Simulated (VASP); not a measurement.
Set up this calculation in VASP 6.6.1, as the native input.

```
Task                   : single point
Functional             : PBEsol
Potentials or basis    : VASP PAW PBE potentials, release 64 (Ge_d)
Cutoff                 : 520 eV
k mesh                 : 20 × 20 × 20
Occupations            : gaussian, width 0.15 eV
Spin                   : no spin polarisation
Dipole correction      : no
Further INCAR settings : ALGO = Normal; EDIFF = 1e-06; NBANDS = 21
```

The structure of Ge lies in POSCAR:

```
Ge
1.0
   -2.4958980000      2.6972531025      1.4369470000
    2.4958980000     -2.6972531025      1.4369470000
    2.4958980000      2.6972531025     -1.4369470000
Ge
2
Direct
    0.1859430000      0.9359430000      0.2500000000
    0.8140570000      0.0640570000      0.7500000000
```

This cell differs from its parent crystal: strain +0.0175 x Voigt [0, 1, 0, 0, 0, 0].

These files were run (other wordings do the same):

INCAR

```
PREC     = Accurate       # precision mode
ENCUT    = 520            # plane-wave cutoff, eV
EDIFF    = 1E-6           # SCF threshold, eV
ISMEAR   = 0              # smearing method
SIGMA    = 0.15           # smearing width, eV
LREAL    = F              # projectors in reciprocal space
LASPH    = T              # aspherical terms in the spheres
NELM     = 80             # most SCF steps
ALGO     = Normal         # electronic algorithm
ISIF     = 2              # what is computed and relaxed
LWAVE    = F              # write WAVECAR
LCHARG   = F              # write CHGCAR
GGA      = PS             # functional
NBANDS   = 21             # bands
```

KPOINTS

```
Automatic mesh
0
Gamma
  20 20 20
```

Potentials or basis: VASP PAW PBE potentials, release 64 (Ge_d).

Command:

```console
$ cat potpaw_PBE.64/Ge_d/POTCAR > POTCAR
$ mpirun -np 1 vasp_std > vasp.out
```

It gave:

* Pressure: -3.7 GPa
* Largest force: 0.017 eV/Å
* Band gap on the k mesh: zero (band 14 reaches 8.72 eV, above the bottom of band 15 at 2.98 eV)

Caveat: the cell differs from its parent crystal (strain +0.0175 x Voigt [0, 1, 0, 0, 0, 0]); the PAW data sets were made with another functional, which shifts forces and pressure a little.

Wall time 14 min on 1 thread of Intel(R) Xeon(R) Platinum 8375C CPU @ 2.90GHz (Ice Lake) (shared host), peak memory 0.77 GiB.
